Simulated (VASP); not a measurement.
# Pd (Fm-3m) in VASP: a series of runs

Runs on Pd. Level: LDA. Tasks: relaxation of cell and atoms.

All numbers are computed with VASP 6.6.1; they aren't measurements. Logs are shortened: lines on timing, memory, paths and dates and some standing lists are left out, and cuts for length are marked.

## (1) The cell of the first run

It takes space group Fm-3m (No. 225, cubic). The conventional cell has a = 3.842 Å, b = 3.842 Å, c = 3.842 Å, α = 90.00°, β = 90.00°, γ = 90.00°. Pd (site symmetry m-3m) has 12 Pd at 2.72 Å within 3.6 Å.

## (2) Relaxation of cell and atoms, LDA, target pressure 2 GPa, at which the enthalpy is minimised

File INCAR:

```
SYSTEM = Pd
PREC     = Accurate       ! precision mode
ENCUT    = 600            ! plane-wave cutoff, eV
EDIFF    = 1E-7           ! SCF threshold, eV
ISMEAR   = -1             ! smearing method
SIGMA    = 0.1            ! smearing width, eV
LREAL    = .False.        ! projectors in reciprocal space
LASPH    = .True.         ! aspherical terms in the spheres
NELM     = 80             ! most SCF steps
ALGO     = Normal         ! electronic algorithm
ISIF     = 3              ! what is computed and relaxed
LWAVE    = .False.        ! write WAVECAR
LCHARG   = .False.        ! write CHGCAR
IBRION   = 2              ! ionic algorithm
NSW      = 100            ! ionic steps
EDIFFG   = -0.002         ! ionic threshold
PSTRESS  = 20.0
```

File KPOINTS:

```
Automatic mesh
0
Gamma
  24 24 24
  0 0 0
```

File POSCAR:

```
Pd
1.0
    0.0000000000      1.9208712848      1.9208712848
    1.9208712848      0.0000000000      1.9208712848
    1.9208712848      1.9208712848      0.0000000000
Pd
1
Direct
    0.0000000000      0.0000000000      0.0000000000
```

Potentials or basis: VASP PAW LDA potentials, release 64 (Pd).

Launch:

```console
cat potpaw_LDA.64/Pd/POTCAR > POTCAR
mpirun -np 1 vasp_std > vasp.out
```

OUTCAR:

```text
SYSTEM = Pd
   PREC = Accurate
   ENCUT = 600
   EDIFF = 1E-7
   ISMEAR = -1
   LREAL = .False.
   LASPH = .True.
   NELM = 80
   ISIF = 3
   IBRION = 2
   NSW = 100
   EDIFFG = -0.002
   PSTRESS = 20.0

 ion  position               nearest neighbor table
   1  0.000  0.000  0.000-

  LATTYP: Found a face centered cubic cell.
 ALAT       =     3.8417425696

  Lattice vectors:

 A1 = (   0.0000000000,   1.9208712848,   1.9208712848)
 A2 = (   1.9208712848,   0.0000000000,   1.9208712848)
 A3 = (   1.9208712848,   1.9208712848,   0.0000000000)

Analysis of symmetry for initial positions (statically):
=====================================================================
 Subroutine PRICEL returns:
 Original cell was already a primitive cell.

 Routine SETGRP: Setting up the symmetry group for a
 face centered cubic supercell.

 Subroutine GETGRP returns: Found 48 space group operations
 (whereof 48 operations were pure point group operations)
 out of a pool of 48 trial point group operations.

The static configuration has the point symmetry O_h .

Analysis of symmetry for dynamics (positions and initial velocities):
=====================================================================
 Subroutine PRICEL returns:
 Original cell was already a primitive cell.

 Routine SETGRP: Setting up the symmetry group for a
 face centered cubic supercell.

 Subroutine GETGRP returns: Found 48 space group operations
 (whereof 48 operations were pure point group operations)
 out of a pool of 48 trial point group operations.

The dynamic configuration has the point symmetry O_h .

 Subroutine INISYM returns: Found 48 space group operations
 (whereof 48 operations are pure point group operations),
 and found     1 'primitive' translations

----------------------------------------------------------------------------------------

                                     Primitive cell

  volume of cell :      14.1751

  direct lattice vectors                    reciprocal lattice vectors
     0.000000000  1.920871285  1.920871285    -0.260298545  0.260298545  0.260298545
     1.920871285  0.000000000  1.920871285     0.260298545 -0.260298545  0.260298545
     1.920871285  1.920871285  0.000000000     0.260298545  0.260298545 -0.260298545

  length of vectors
     2.716522223  2.716522223  2.716522223     0.450850305  0.450850305  0.450850305

  position of ions in fractional coordinates (direct lattice)
     0.000000000  0.000000000  0.000000000

  ion indices of the primitive-cell ions
   primitive index   ion index
                 1           1

----------------------------------------------------------------------------------------

 KPOINTS: Automatic mesh

Automatic generation of k-mesh.
 Grid dimensions read from file:
 generate k-points for:   24   24   24

 Generating k-lattice:

  Cartesian coordinates                     Fractional coordinates (reciprocal lattice)
    -0.010845773  0.010845773  0.010845773     0.041666667  0.000000000  0.000000000
     0.010845773 -0.010845773  0.010845773     0.000000000  0.041666667  0.000000000
     0.010845773  0.010845773 -0.010845773     0.000000000  0.000000000  0.041666667

  Length of vectors
     0.018785429  0.018785429  0.018785429

  Shift w.r.t. Gamma in fractional coordinates (k-lattice)
     0.000000000  0.000000000  0.000000000

 Subroutine IBZKPT returns following result:
 ===========================================

 Found    413 irreducible k-points:

 Following reciprocal coordinates:
            Coordinates               Weight
  0.000000  0.000000  0.000000      1.000000
  0.041667  0.000000  0.000000      8.000000
  0.083333  0.000000  0.000000      8.000000
  0.125000  0.000000  0.000000      8.000000
  0.166667  0.000000  0.000000      8.000000
  0.208333  0.000000  0.000000      8.000000
[... 16 lines left out ...]
  0.416667  0.041667  0.000000     24.000000
  0.458333  0.041667  0.000000     24.000000
 [... further k-points ...]
   k-points           NKPTS =    413   k-points in BZ     NKDIM =    413   number of bands    NBANDS=      9
   number of dos      NEDOS =    301   number of ions     NIONS =      1
   total plane-waves  NPLWV =  13824
   dimension x,y,z NGX =    24 NGY =   24 NGZ =   24
   dimension x,y,z NGXF=    48 NGYF=   48 NGZF=   48
   ions per type =               1
   NGX,Y,Z   is equivalent  to a cutoff of  14.69, 14.69, 14.69 a.u.
   NGXF,Y,Z  is equivalent  to a cutoff of  29.38, 29.38, 29.38 a.u.
 SYSTEM =  Pd
   PREC   = accura    normal or accurate (medium, high low for compatibility)
   ISTART =      0    job   : 0-new  1-cont  2-samecut
   ICHARG =      2    charge: 1-file 2-atom 10-const
   ISPIN  =      1    spin polarized calculation?
   LNONCOLLINEAR =      F non collinear calculations
   LSORBIT =      F    spin-orbit coupling
   LASPH  =      T    aspherical Exc in radial PAW
   ENCUT  =  600.0 eV  44.10 Ry    6.64 a.u.   5.43  5.43  5.43*2*pi/ulx,y,z
   NELM   =     80;   NELMIN=  2; NELMDL= -5     # of ELM steps
   EDIFF  = 0.1E-06   stopping-criterion for ELM
   LREAL  =      F    real-space projection
   EDIFFG = -.2E-02   stopping-criterion for IOM
   NSW    =    100    number of steps for IOM
   IBRION =      2    ionic relax: 0-MD 1-quasi-New 2-CG
   NFREE  =      1    steps in history (QN), initial steepest desc. (CG)
   ISIF   =      3    stress and relaxation
   ISYM   =      2    0-nonsym 1-usesym 2-fastsym
   POTIM  = 0.5000    time-step for ionic-motion
   TEBEG  =    0.0;   TEEND  =   0.0 temperature during run
   PSTRESS=   20.0 pullay stress
   NELECT =      10.0000    total number of electrons
   NUPDOWN=      -1.0000    fix difference up-down
   EMIN   =  10.00;   EMAX   =-10.00  energy-range for DOS
   EFERMI =   0.00;   METHOD = LEGACY
   ISMEAR =    -1;   SIGMA  =   0.10  broadening in eV -4-tet -1-fermi 0-gaus
   EFERMI_NEDOS =   21; number of points for ismear=-14 and -15
   IALGO  =     38    algorithm
   IMIX   =      4    mixing-type and parameters
     AMIX     =   0.40;   BMIX     =  1.00
     AMIX_MAG =   1.60;   BMIX_MAG =  1.00
  volume/ion in A,a.u.               =      14.18        95.66
  Fermi-wavevector in a.u.,A,eV,Ry     =   1.457359  2.754009 28.897352  2.123895
  Thomas-Fermi vector in A             =   2.574170
   LORBIT       =      0    0 simple, 1 ext, 2 COOP (PROOUT), +10 PAW based schemes
   GGA     = CA    functional components
   LHFCALC =     F    Hartree Fock is set to
   AEXX    =    0.0000 exact exchange contribution
   IVDW    =     0    specifies the selected vdW correction
   LEPSILON=     F    determine dielectric tensor
   LRPA    =     F    only Hartree local field effects (RPA)
 conjugate gradient relaxation of ions
 non-spin polarized calculation
  energy-cutoff  :      600.00
  volume of cell :       14.18
 maximum number of plane-waves:       495
 NGX is ok and might be reduce to    24
   NGX = 11   NGY = 11   NGZ = 11

--------------------------------------- Ionic step        1  -------------------------------------------

 number of electron      10.0000002 magnetization

 Free energy of the ion-electron system (eV)
  ---------------------------------------------------
  ext. energy  EPLUGINS =         0.00000000
  ---------------------------------------------------
  free energy    TOTEN  =        -6.52840449 eV

  energy without entropy =       -6.46803969  energy(sigma->0) =       -6.49822209

------------------------ aborting loop because EDIFF is reached ----------------------------------------

  FORCE on cell =-STRESS in cart. coord.  units (eV):
  Direction    XX          YY          ZZ          XY          YZ          ZX
  --------------------------------------------------------------------------------------
  -------------------------------------------------------------------------------------
  Total        0.0171743      0.0171743      0.0171743      0.0000000      0.0000000      0.0000000
  in kB        1.9411723      1.9411723      1.9411723      0.0000000      0.0000000      0.0000000
  external PRESSURE =     -18.0588277 kB  Pullay stress =      20.0000000 kB
[... 59 lines left out ...]
  enthalpy is  TOTEN    =        -6.3495708713 eV   P V=        0.1728871954

--------------------------------------- Ionic step        3  -------------------------------------------

 number of electron      10.0000002 magnetization

 Free energy of the ion-electron system (eV)
  ---------------------------------------------------
  ext. energy  EPLUGINS =         0.00000000
  ---------------------------------------------------
  free energy    TOTEN  =        -6.52766218 eV

  energy without entropy =       -6.46778580  energy(sigma->0) =       -6.49772399

 E-fermi :  10.4636     XC(G=0): -13.8094

 val. band max:       10.4617386385   @ k =  -0.2917   0.0833   0.0000
 cond. band min:      10.4654528747   @ k =  -0.4583   0.2917   0.0417
 fundamental gap:      0.0037142362
 Fermi energy:        10.4636313833

 k-point     1 :       0.0000    0.0000    0.0000
  band No.  band energies     occupation
      1       2.8159      2.00000
      2       7.3346      2.00000
      3       7.3346      2.00000
      4       7.3346      2.00000
      5       9.1098      2.00000
      6       9.1098      2.00000
      7      27.5674      0.00000
      8      32.5593      0.00000
      9      32.5593      0.00000
[... 265 lines left out ...]
 k-point    24 :       0.4583    0.0417    0.0000
  band No.  band energies     occupation
      1       4.7586      2.00000
      2       7.2726      2.00000
      3       7.3623      2.00000
      4       9.7830      1.99779
      5      10.3886      1.35833
      6      11.2890      0.00052
      7      18.7341      0.00000
      8      27.1299      0.00000
      9      31.6812      0.00000

 [... further k-points ...]
[... 5 lines left out ...]
  --------------------------------------------------------------------------------------
  -------------------------------------------------------------------------------------
  Total        0.1746568      0.1746568      0.1746568      0.0000000      0.0000000      0.0000000
  in kB       19.8947311     19.8947311     19.8947311      0.0000000      0.0000000      0.0000000
  external PRESSURE =      -0.1052689 kB  Pullay stress =      20.0000000 kB
[... 16 lines left out ...]
  FREE ENERGIE OF THE ION-ELECTRON SYSTEM (eV)
  ---------------------------------------------------
  free  energy   TOTEN  =        -6.5276621835 eV

  energy  without entropy=       -6.4677857950  energy(sigma->0) =       -6.49772399

  enthalpy is  TOTEN    =        -6.3520812716 eV   P V=        0.1755809120

 reached required accuracy - stopping structural energy minimisation
```

Run time: 60 s. Hardware: 1 thread of AMD EPYC 9R45 (Zen 5), shared host; peak memory 0.16 GiB.

Results:

```yaml
Free_energy: -6.5277 eV
Relaxed_volume: 14.07 Å³/atom
Relaxed_cell: a = 2.710 Å, b = 2.710 Å, c = 2.710 Å, α = 60.00°, β = 60.00°, γ = 60.00°
Space_group_after_relaxing_to_0.05_Å: Fm-3m (No. 225)
Energy_change_on_relaxing_the_enthalpy_is_what_falls: +0.7 meV/atom
Ionic_steps: 3
Pressure_after_relaxing: 2.0 GPa
Band_gap_on_the_k_mesh: zero (band 5 reaches 10.76 eV, above the bottom of band 6 at 9.03 eV)
```

The path:
| step | energy change (eV) | largest force (eV/Å) | pressure (GPa) | volume (Å³) |
| --- | --- | --- | --- | --- |
| 1 | 0.0000 | 0.0000 | 0.19 | 14.18 |
| 2 | 0.0059 | 0.0000 | 5.80 | 13.85 |
| 3 | 0.0007 | 0.0000 | 1.99 | 14.07 |

Final structure:
```
Pd
1.0
     0.00000    1.91591    1.91591
     1.91591    0.00000    1.91591
     1.91591    1.91591    0.00000
Pd
1
Cartesian
  0.0000 0.0000 0.0000
```

Caveat: the cell is relaxed towards a set pressure, so the enthalpy falls and the energy may rise. Zero-point motion and thermal expansion aren't in these numbers.

## (3) Relaxation of cell and atoms, LDA, target pressure 4 GPa, at which the enthalpy is minimised

File INCAR:

```
PREC = Accurate
ENCUT = 600
EDIFF = 1E-7
ISMEAR = -1
SIGMA = 0.1
LREAL = F
LASPH = T
NELM = 100
ALGO = Normal
ISIF = 3
LWAVE = F
LCHARG = F
GGA = CA
IBRION = 2
NSW = 100
EDIFFG = -0.002
PSTRESS = 40.0
```

File KPOINTS:

```
regular mesh
0
Gamma
  24 24 24
```

POSCAR is that of step 2.

Potentials or basis: VASP PAW LDA potentials, release 64 (Pd).

Launch:

```console
cat potpaw_LDA.64/Pd/POTCAR > POTCAR
mpirun -np 1 vasp_std > vasp.out
```

OUTCAR:

```text
PREC = Accurate
   ENCUT = 600
   EDIFF = 1E-7
   ISMEAR = -1
   LREAL = F
   LASPH = T
   NELM = 100
   ISIF = 3
   GGA = CA
   IBRION = 2
   NSW = 100
   EDIFFG = -0.002
   PSTRESS = 40.0

 ion  position               nearest neighbor table
   1  0.000  0.000  0.000-

  LATTYP: Found a face centered cubic cell.
 ALAT       =     3.8417425696

  Lattice vectors:

 A1 = (   0.0000000000,   1.9208712848,   1.9208712848)
 A2 = (   1.9208712848,   0.0000000000,   1.9208712848)
 A3 = (   1.9208712848,   1.9208712848,   0.0000000000)

Analysis of symmetry for initial positions (statically):
=====================================================================
 Subroutine PRICEL returns:
 Original cell was already a primitive cell.
[... 359 lines left out ...]
  ---------------------------------------------------
  free energy    TOTEN  =        -6.52549926 eV

  energy without entropy =       -6.46614295  energy(sigma->0) =       -6.49582110

 E-fermi :  10.6150     XC(G=0): -13.8608

 val. band max:       10.6116480715   @ k =  -0.2917   0.0833   0.0000
 cond. band min:      10.6179847785   @ k =  -0.4583   0.2917   0.0417
 fundamental gap:      0.0063367070
 Fermi energy:        10.6149710233

 k-point     1 :       0.0000    0.0000    0.0000
  band No.  band energies     occupation
      1       2.8995      2.00000
      2       7.4443      2.00000
      3       7.4443      2.00000
      4       7.4443      2.00000
      5       9.2435      2.00000
      6       9.2435      2.00000
      7      27.7162      0.00000
      8      32.7569      0.00000
      9      32.7569      0.00000
[... 265 lines left out ...]
 k-point    24 :       0.4583    0.0417    0.0000
  band No.  band energies     occupation
      1       4.8408      2.00000
      2       7.3805      2.00000
      3       7.4716      2.00000
      4       9.9203      1.99808
      5      10.5401      1.35773
      6      11.4335      0.00056
      7      18.9552      0.00000
      8      27.2849      0.00000
      9      31.9156      0.00000

 [... further k-points ...]
[... 5 lines left out ...]
  --------------------------------------------------------------------------------------
  -------------------------------------------------------------------------------------
  Total        0.3481823      0.3481823      0.3481823     -0.0000000      0.0000000     -0.0000000
  in kB       39.9907971     39.9907971     39.9907971     -0.0000000      0.0000000     -0.0000000
  external PRESSURE =      -0.0092029 kB  Pullay stress =      40.0000000 kB
[... 20 lines left out ...]
  energy  without entropy=       -6.4661429459  energy(sigma->0) =       -6.49582110

  enthalpy is  TOTEN    =        -6.1772368721 eV   P V=        0.3482623899

 reached required accuracy - stopping structural energy minimisation
```

CONTCAR:

```text
Pd
   1.00000000000000
     0.0000000000000000    1.9106261778081088    1.9106261778081088
     1.9106261778081088    0.0000000000000000    1.9106261778081088
     1.9106261778081088    1.9106261778081088    0.0000000000000000
  Pd
     1
Direct
     1.0000000000000000    1.0000000000000000    0.0000000000000000

  0.00000000E+00  0.00000000E+00  0.00000000E+00
```

It took 89 s on 1 thread of AMD EPYC 9R45 (Zen 5), shared host; peak memory 0.17 GiB.

What came out:

```yaml
Free_energy: -6.5255 eV
Relaxed_volume: 13.95 Å³/atom
Relaxed_cell: a = 2.702 Å, b = 2.702 Å, c = 2.702 Å, α = 60.00°, β = 60.00°, γ = 60.00°
Space_group_after_relaxing_to_0.05_Å: Fm-3m (No. 225)
Energy_change_on_relaxing_the_enthalpy_is_what_falls: +2.9 meV/atom
Ionic_steps: 6
Pressure_after_relaxing: 4.0 GPa
Band_gap_on_the_k_mesh: zero (band 5 reaches 10.92 eV, above the bottom of band 6 at 9.17 eV)
```

The path:
```tsv
step	energy change (eV)	largest force (eV/Å)	pressure (GPa)	volume (Å³)
1	0.0000	0.0000	0.19	14.18
2	0.0264	0.0000	12.91	13.50
3	0.0029	0.0000	3.95	13.95
4	0.0030	0.0000	4.04	13.95
5	0.0028	0.0000	3.94	13.95
6	0.0029	0.0000	4.00	13.95
```

Final structure:
```
CELL_PARAMETERS angstrom
0.00000 1.91063 1.91063
1.91063 0.00000 1.91063
1.91063 1.91063 0.00000
ATOMIC_POSITIONS crystal
Pd 0.00000 0.00000 0.00000
```

Levels at points of the mesh, in eV from the Fermi level:
| k point | band 3 | band 4 | band 5 | band 6 | band 7 | band 8 |
| --- | --- | --- | --- | --- | --- | --- |
| (0.00, 0.00, 0.00) | -3.17 | -3.17 | -1.37 | -1.37 | 17.10 | 22.14 |
| (0.50, 0.00, 0.00) | -3.22 | -0.04 | -0.04 | 0.78 | 7.68 | 16.49 |
| (0.50, 0.50, 0.00) | -0.07 | 0.30 | 0.30 | 3.21 | 11.28 | 13.33 |

Caveat: the cell is relaxed towards a set pressure, so the enthalpy falls and the energy may rise.

## (4) Relaxation of cell and atoms, LDA, target pressure 7 GPa, at which the enthalpy is minimised

File INCAR:

```
SYSTEM = Pd
ALGO = Normal
EDIFF = 1E-7
EDIFFG = -0.002
ENCUT = 600
IBRION = 2
ISIF = 3
ISMEAR = -1
LASPH = .True.
LCHARG = .False.
LREAL = .False.
LWAVE = .False.
NELM = 100
NSW = 100
PREC = Accurate
PSTRESS = 70.0
SIGMA = 0.1
```

File KPOINTS:

```
k-points
0
Gamma
  24 24 24
  0 0 0
```

POSCAR is that of step 3.

Launch:

```console
cat potpaw_LDA.64/Pd/POTCAR > POTCAR
mpirun -np 1 vasp_std > vasp.out
```

Wall time 74 s (1 thread of AMD EPYC 9R45 (Zen 5), shared host); peak memory 0.17 GiB.

It converged, with:

| Item | Value |
| --- | --- |
| Free energy | -6.5199 eV |
| Relaxed volume | 13.79 Å³/atom |
| Relaxed cell | a = 2.691 Å, b = 2.691 Å, c = 2.691 Å, α = 60.00°, β = 60.00°, γ = 60.00° |
| Space group after relaxing (to 0.05 Å) | Fm-3m (No. 225) |
| Energy change on relaxing (the enthalpy is what falls) | +8.5 meV/atom |
| Ionic steps | 4 |
| Pressure after relaxing | 7.0 GPa |
| Band gap on the k mesh | zero (band 5 reaches 11.14 eV, above the bottom of band 6 at 9.36 eV) |

The path:
```csv
step,energy change (eV),largest force (eV/Å),pressure (GPa),volume (Å³)
1,0.0000,0.0000,0.19,14.18
2,0.0882,0.0000,25.61,12.98
3,0.0082,0.0000,6.84,13.79
4,0.0085,0.0000,6.98,13.79
```

Final structure:
```
Pd
1.0
     0.00000    1.90315    1.90315
     1.90315    0.00000    1.90315
     1.90315    1.90315    0.00000
Pd
1
Direct
  0.00000 0.00000 0.00000
```

Levels at points of the mesh, in eV from the Fermi level:
| k point | band 3 | band 4 | band 5 | band 6 | band 7 | band 8 |
| --- | --- | --- | --- | --- | --- | --- |
| (0.00, 0.00, 0.00) | -3.23 | -3.23 | -1.40 | -1.40 | 17.10 | 22.21 |
| (0.50, 0.00, 0.00) | -3.28 | -0.04 | -0.04 | 0.76 | 7.78 | 16.49 |
| (0.50, 0.50, 0.00) | -0.06 | 0.31 | 0.31 | 3.21 | 11.41 | 13.40 |

Caveat: the cell is relaxed towards a set pressure, so the enthalpy falls and the energy may rise. Zero-point motion and thermal expansion aren't in these numbers.

## (5) Summary

```tsv
cell	gap on the mesh (eV)	pressure (GPa)
relaxed to 2 GPa	none	2.0
relaxed to 4 GPa	none	4.0
relaxed to 7 GPa	none	7.0
```

Alike in all rows: task relaxation of cell and atoms; level LDA; potentials or basis VASP PAW LDA potentials, release 64 (Pd); no spin polarisation; k mesh 24 × 24 × 24; cutoff (eV) 600; smearing fermi-dirac 0.1 eV.

Caveats: the cell is relaxed towards a set pressure, so the enthalpy falls and the energy may rise.

Total energies depend on the potentials used, so only differences within one code and one set of settings carry meaning.
